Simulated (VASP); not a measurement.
A run of VASP 6.6.1 is set up as follows.

Contents of INCAR:

```
  PREC = Accurate
  ENCUT = 520
  EDIFF = 1E-8
  ISMEAR = -1
  SIGMA = 0.05
  LREAL = F
  LASPH = T
  NELM = 100
  ALGO = Normal
  ISIF = 2
  LWAVE = F
  LCHARG = F
  GGA = PE
  LEFG = T
  NBANDS = 20
```

Contents of KPOINTS:

```
Automatic mesh
0
Gamma
  11 11 11
```

File POSCAR:

```
Te2Mo
1.0
    0.0000000000      3.3280778622      3.3280778622
    3.3280778622      0.0000000000      3.3280778622
    3.3280778622      3.3280778622      0.0000000000
Mo Te
1 2
Direct
    0.0000000000      0.0000000000      0.0000000000
    0.2500000000      0.2500000000      0.2500000000
    0.7500000000      0.7500000000      0.7500000000
```

Potentials or basis: VASP PAW PBE potentials, release 64 (Mo_sv, Te).

The run is started by

```sh
$ cat potpaw_PBE.64/Mo_sv/POTCAR potpaw_PBE.64/Te/POTCAR > POTCAR
$ mpirun -np 1 vasp_std > vasp.out
```

Problem. Estimate the band gap on the k mesh.

Solution. Zero (band 13 reaches 9.12 eV, above the bottom of band 14 at 8.28 eV).

Problem. Estimate the pressure.

Solution. 0.0 GPa.

Caveat: without QUAD_EFG the Cq values of the log hold for a quadrupole moment of 1 mb, not for the nuclei; spin-orbit coupling is left out, which moves the levels of the heavy elements.
